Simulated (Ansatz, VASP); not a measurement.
Fe: VASP beside Ansatz

```
Fe
1.0
     0.00000    1.94174    1.96511
     1.49844    0.00000    1.96511
     1.49844    1.94174    0.00000
Fe
1
Direct
  0.00000 0.00000 0.00000
```

Alike in both runs: functional PBE-based screened hybrid with a share of 0.25 of exact exchange and HFSCREEN = 0.3; k mesh 7 × 7 × 7; occupations fermi-dirac, width 0.05 eV; collinear spin.

|  | VASP | Ansatz |
| --- | --- | --- |
| version | VASP 6.6.1 | Ansatz 0.2.0 |
| potentials or method | VASP PAW PBE potentials, release 64 (Fe) | Ansatz PAW |
| plane-wave cutoff (eV) | 520 | 420 |
| valence electrons in the cell | 8 | 16 |
| task | single point | band structure |

|  | VASP | Ansatz | Ansatz less VASP |
| --- | --- | --- | --- |
| gap on the k mesh at the Fermi level (eV) | none | none | - |
| pressure (GPa) | 16.7 | 16.6 | -0.14 |
| traceless stress, the component that is largest in VASP (GPa) | -2.36 | -2.37 | -0.014 |
| net moment per atom (μB) | 2.87 | 2.87 | 0.000 |
| size of the moment on the site where the two differ most (μB) | 2.90 | 3.05 | +0.151 |

VASP's potentials were made for PBE, not for PBE-based screened hybrid. Site moments also hang on the region over which each program counts them. A gap of «none» marks a metal or a gap that the smearing closes. The functional is the same, so the differences come from potentials, cutoffs and numerics. VASP's potentials hold 8 valence electrons a cell and Ansatz's 16, so a difference there can come from the potentials and not from the codes.

The k mesh is coarse, so the values compare programs but aren't converged. Noted on Ansatz's run: the magnetic or orbital state may not be the lowest.
